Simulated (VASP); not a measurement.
# PbO2 (P4_2/mnm) in VASP: settings compared, part 2 of 2

VASP 6.6.1.

### 4 Single point, r2SCAN

POSCAR reads:

```
PbO2
1.0
    4.9949598700      0.0000000000      0.0000000000
    0.0000000000      4.9949598700      0.0000000000
    0.0000000000      0.0000000000      3.4090009600
Pb O
2 4
Direct
    0.5000000000      0.5000000000      0.5000000000
    0.0000000000      0.0000000000      0.0000000000
    0.6925710400      0.6925710400      0.0000000000
    0.8074289600      0.1925710400      0.5000000000
    0.1925710400      0.8074289600      0.5000000000
    0.3074289600      0.3074289600      0.0000000000
```

INCAR.step1 reads:

```
SYSTEM = PbO2
ALGO = Normal
EDIFF = 1E-4
ENCUT = 520
GGA = PE
ISMEAR = -1
LASPH = .TRUE.
LCHARG = .FALSE.
LREAL = .FALSE.
LWAVE = .TRUE.
NBANDS = 35
NELM = 80
PREC = Accurate
SIGMA = 0.05
```

INCAR.step2 reads:

```
SYSTEM = PbO2
ALGO = Normal
EDIFF = 1E-6
ENCUT = 520
ISIF = 2
ISMEAR = -1
ISTART = 1
LASPH = .TRUE.
LCHARG = .FALSE.
LMIXTAU = .TRUE.
LREAL = .FALSE.
LWAVE = .FALSE.
METAGGA = R2SCAN
NBANDS = 35
NELM = 80
PREC = Accurate
SIGMA = 0.05
```

KPOINTS reads:

```
k-points
0
G
  6 6 8
  0 0 0
```

Potentials or basis: VASP PAW PBE potentials, release 64 (Pb_d, O).

The run is started by

```console
$ cat potpaw_PBE.64/Pb_d/POTCAR potpaw_PBE.64/O/POTCAR > POTCAR
$ cp INCAR.step1 INCAR
$ mpirun -np 1 vasp_std > vasp.out
$ cp INCAR.step2 INCAR
$ mpirun -np 1 vasp_std > vasp.out
```

OUTCAR:

```text
SYSTEM = PbO2
   EDIFF = 1E-6
   ENCUT = 520
   ISIF = 2
   ISMEAR = -1
   ISTART = 1
   LASPH = .TRUE.
   LREAL = .FALSE.
   METAGGA = R2SCAN
   NELM = 80
   PREC = Accurate

 ion  position               nearest neighbor table
   1  0.500  0.500  0.500-   4 2.17   5 2.17   3 2.18   6 2.18   3 2.18   6 2.18   2 3.92   2 3.92
                             2 3.92   2 3.92   2 3.92   2 3.92   2 3.92   2 3.92
   2  0.000  0.000  0.000-   3 2.17   6 2.17   5 2.18   4 2.18   4 2.18   5 2.18   1 3.92   1 3.92
                             1 3.92   1 3.92   1 3.92   1 3.92   1 3.92   1 3.92
   3  0.693  0.693  0.000-   2 2.17   1 2.18   1 2.18
   4  0.807  0.193  0.500-   1 2.17   2 2.18   2 2.18
   5  0.193  0.807  0.500-   1 2.17   2 2.18   2 2.18
   6  0.307  0.307  0.000-   2 2.17   1 2.18   1 2.18

  LATTYP: Found a simple tetragonal cell.
 ALAT       =     4.9949598700
 C/A-ratio  =     0.6824881578

  Lattice vectors:

 A1 = (   4.9949598700,   0.0000000000,   0.0000000000)
 A2 = (   0.0000000000,   4.9949598700,   0.0000000000)
 A3 = (   0.0000000000,   0.0000000000,   3.4090009600)

Analysis of symmetry for initial positions (statically):
=====================================================================
 Subroutine PRICEL returns:
[... 188 lines left out ...]
 k-point     1 :       0.0000    0.0000    0.0000
  band No.  band energies     occupation
      1     -15.3728      2.00000
      2     -15.2232      2.00000
      3     -13.7056      2.00000
      4     -13.7056      2.00000
      5     -12.1779      2.00000
      6     -11.9455      2.00000
[... 901 lines left out ...]
     34      16.0808      0.00000
     35      16.7485      0.00000

 [... further k-points ...]

------------------------ aborting loop because EDIFF is reached ----------------------------------------

  FORCE on cell =-STRESS in cart. coord.  units (eV):
  Direction    XX          YY          ZZ          XY          YZ          ZX
  --------------------------------------------------------------------------------------
  -------------------------------------------------------------------------------------
  Total        0.0365862      0.0365862      0.1426832     -0.0000000      0.0000000      0.0000000
  in kB        0.6891865      0.6891865      2.6877716     -0.0000000      0.0000000      0.0000000
  external PRESSURE =       1.3553815 kB  Pullay stress =       0.0000000 kB

 VOLUME and BASIS-vectors are now :
 -----------------------------------------------------------------------------
  energy-cutoff  :      520.00
  volume of cell :       85.05
      direct lattice vectors                 reciprocal lattice vectors
     4.994959870  0.000000000  0.000000000     0.200201809  0.000000000  0.000000000
     0.000000000  4.994959870  0.000000000     0.000000000  0.200201809  0.000000000
     0.000000000  0.000000000  3.409000960     0.000000000  0.000000000  0.293341073

 POSITION                                       TOTAL-FORCE (eV/Angst)
 -----------------------------------------------------------------------------------
      2.49748      2.49748      1.70450         0.000000      0.000000     -0.000000
      0.00000      0.00000      0.00000         0.000000      0.000000     -0.000000
      3.45936      3.45936      0.00000         0.013535      0.013535      0.000000
      4.03308      0.96188      1.70450        -0.013535      0.013535     -0.000000
      0.96188      4.03308      1.70450         0.013535     -0.013535     -0.000000
      1.53560      1.53560      0.00000        -0.013535     -0.013535     -0.000000
 -----------------------------------------------------------------------------------
    total drift:                                0.000000      0.000000      0.000000

  FREE ENERGIE OF THE ION-ELECTRON SYSTEM (eV)
  ---------------------------------------------------
  free  energy   TOTEN  =      -142.2636438361 eV

  energy  without entropy=     -142.2618732808  energy(sigma->0) =     -142.26275856
```

OSZICAR.step1:

```text
N       E                     dE             d eps       ncg     rms          rms(c)
DAV:   1     0.678775014126E+03    0.67878E+03   -0.25767E+04  3508   0.180E+03
DAV:   2     0.571095187360E+02   -0.62167E+03   -0.58947E+03  3770   0.497E+02
DAV:   3    -0.329232602632E+02   -0.90033E+02   -0.87174E+02  4224   0.206E+02
DAV:   4    -0.374062138861E+02   -0.44830E+01   -0.44449E+01  4405   0.484E+01
DAV:   5    -0.375570176150E+02   -0.15080E+00   -0.15055E+00  4673   0.917E+00    0.141E+01
DAV:   6    -0.317977339470E+02    0.57593E+01   -0.17752E+01  5296   0.509E+01    0.449E+00
DAV:   7    -0.318278042576E+02   -0.30070E-01   -0.16892E+00  3965   0.951E+00    0.278E+00
DAV:   8    -0.318217810091E+02    0.60232E-02   -0.37340E-01  5451   0.589E+00    0.118E+00
DAV:   9    -0.317943997672E+02    0.27381E-01   -0.78099E-02  5373   0.374E+00    0.126E-01
DAV:  10    -0.317961272858E+02   -0.17275E-02   -0.10943E-02  3890   0.564E-01    0.138E-01
DAV:  11    -0.317960516715E+02    0.75614E-04   -0.33658E-04  3878   0.224E-01
   1 F= -.31796052E+02 E0= -.31794090E+02  d E =-.392293E-02
```

It took 21 min on 1 thread of AMD EPYC 7R13, shared host; peak memory 0.25 GiB.

Results:

```
Free energy   : -142.2636 eV
Pressure      : 0.1 GPa
Largest force : 0.019 eV/Å
```

Forces on the atoms (eV/Å):
```
Pb   0.000  0.000  0.000
Pb   0.000  0.000  0.000
O    0.014  0.014  0.000
O   -0.014  0.014  0.000
O    0.014 -0.014  0.000
O   -0.014 -0.014  0.000
```

Levels at points of the mesh, in eV from the Fermi level:
```csv
k point,band 24,band 25,band 26,band 27,band 28,band 29
"(0.00, 0.00, 0.00)",-0.63,-0.63,-0.58,-0.03,4.66,6.46
"(0.50, 0.00, 0.00)",-0.67,-0.47,-0.47,2.73,2.73,7.05
"(0.50, 0.50, 0.00)",-0.69,-0.61,-0.61,3.16,3.16,7.31
"(0.00, 0.00, 0.50)",-1.24,-0.91,-0.91,4.15,4.15,9.55
"(0.50, 0.00, 0.50)",-0.90,-0.23,-0.23,4.46,4.46,7.99
"(0.50, 0.50, 0.50)",-0.78,-0.65,-0.65,3.22,3.22,8.96
```

Caveat: the PAW data sets were made with another functional, which shifts forces and pressure a little; spin-orbit coupling is left out, which moves the levels of the heavy elements.

### 5 Single point, PBE

INCAR reads:

```
PREC = Accurate
ENCUT = 520
EDIFF = 1E-7
ISMEAR = 0
SIGMA = 0.05
LREAL = F
LASPH = T
NELM = 80
ALGO = Normal
ISIF = 2
LWAVE = F
LCHARG = F
GGA = PE
NBANDS = 35
```

KPOINTS reads:

```
regular mesh
0
Gamma
  5 5 7
```

POSCAR is that of step 4.

The run is started by

```console
$ cat potpaw_PBE.64/Pb_d/POTCAR potpaw_PBE.64/O/POTCAR > POTCAR
$ mpirun -np 1 vasp_std > vasp.out
```

Run time: 73 s. Hardware: 1 thread of Intel Xeon Platinum 8488C (Sapphire Rapids), shared host; peak memory 0.22 GiB.

It converged, with:

- Free energy: -31.7966 eV
- Pressure: 5.9 GPa
- Largest force: 0.046 eV/Å
- Band gap on the k mesh: 0.13 eV, indirect (least direct gap 0.33 eV)

Forces on the atoms (eV/Å):
```
Pb   0.000  0.000  0.000
Pb   0.000  0.000  0.000
O    0.033  0.033  0.000
O   -0.033  0.033  0.000
O    0.033 -0.033  0.000
O   -0.033 -0.033  0.000
```

Stress tensor (GPa, compression positive):
```
5.46 0.00 0.00
0.00 5.46 0.00
0.00 0.00 6.74
```

Levels at points of the mesh, in eV from the valence-band top:
```csv
k point,band 24,band 25,band 26,band 27,band 28,band 29
"(0.00, 0.00, 0.00)",-0.56,-0.54,-0.54,0.13,4.28,5.94
```

Caveat: spin-orbit coupling is left out, which moves the levels of the heavy elements.

### 6 Single point, PBE

INCAR reads:

```
SYSTEM = PbO2
  ALGO = Normal
  EDIFF = 1E-7
  ENCUT = 520
  GGA = PE
  ISIF = 2
  ISMEAR = 0
  LASPH = .TRUE.
  LCHARG = .FALSE.
  LREAL = .FALSE.
  LWAVE = .FALSE.
  NBANDS = 35
  NELM = 60
  PREC = Accurate
  SIGMA = 0.05
```

KPOINTS reads:

```
k-points
0
G
  5 5 7
  0 0 0
```

POSCAR is that of step 5.

Potentials or basis: VASP PAW PBE potentials, release 64 (Pb_d, O).

The run is started by

```console
$ cat potpaw_PBE.64/Pb_d/POTCAR potpaw_PBE.64/O/POTCAR > POTCAR
$ mpirun -np 1 vasp_std > vasp.out
```

It took 59 s on 1 thread of Intel Xeon Platinum 8488C (Sapphire Rapids), shared host; peak memory 0.21 GiB.

It converged, with:

```
Free energy            : -31.7966 eV
Pressure               : 5.9 GPa
Largest force          : 0.046 eV/Å
Band gap on the k mesh : 0.13 eV, indirect (least direct gap 0.33 eV)
```

Forces on the atoms (eV/Å):
```
Pb   0.000  0.000  0.000
Pb   0.000  0.000  0.000
O    0.033  0.033  0.000
O   -0.033  0.033  0.000
O    0.033 -0.033  0.000
O   -0.033 -0.033  0.000
```

Stress tensor (GPa, compression positive):
```
5.46 0.00 0.00
0.00 5.46 0.00
0.00 0.00 6.74
```

Levels at points of the mesh, in eV from the valence-band top:
```
           k point  band 24  band 25  band 26  band 27  band 28  band 29
(0.00, 0.00, 0.00)    -0.56    -0.54    -0.54     0.13     4.28     5.94
```

Caveat: spin-orbit coupling is left out, which moves the levels of the heavy elements.

### 7 The runs side by side

| level | potentials or basis | k mesh | smearing | gap on the mesh (eV) | pressure (GPa) | largest force (eV/Å) |
| --- | --- | --- | --- | --- | --- | --- |
| PBEsol | VASP PAW PBE potentials, release 64 (Pb_d, O) | 4 × 4 × 5 | fermi-dirac 0.03 eV | 0.23 | 0.5 | - |
| LDA | VASP PAW LDA potentials, release 64 (Pb_d, O) | 6 × 6 × 8 | fermi-dirac 0.05 eV | - | -3.6 | 0.04 |
| r2SCAN | VASP PAW PBE potentials, release 64 (Pb_d, O) | 6 × 6 × 8 | fermi-dirac 0.05 eV | - | 0.1 | 0.02 |
| PBE | VASP PAW PBE potentials, release 64 (Pb_d, O) | 5 × 5 × 7 | gaussian 0.05 eV | 0.13 | 5.9 | 0.05 |

Alike in all rows: task single point; no spin polarisation; cell as given; cutoff (eV) 520.

Caveats: spin-orbit coupling is left out, which moves the levels of the heavy elements; the PAW data sets were made with another functional, which shifts forces and pressure a little (some runs).

Total energies depend on the potentials used, so only differences within one code and one set of settings carry meaning.
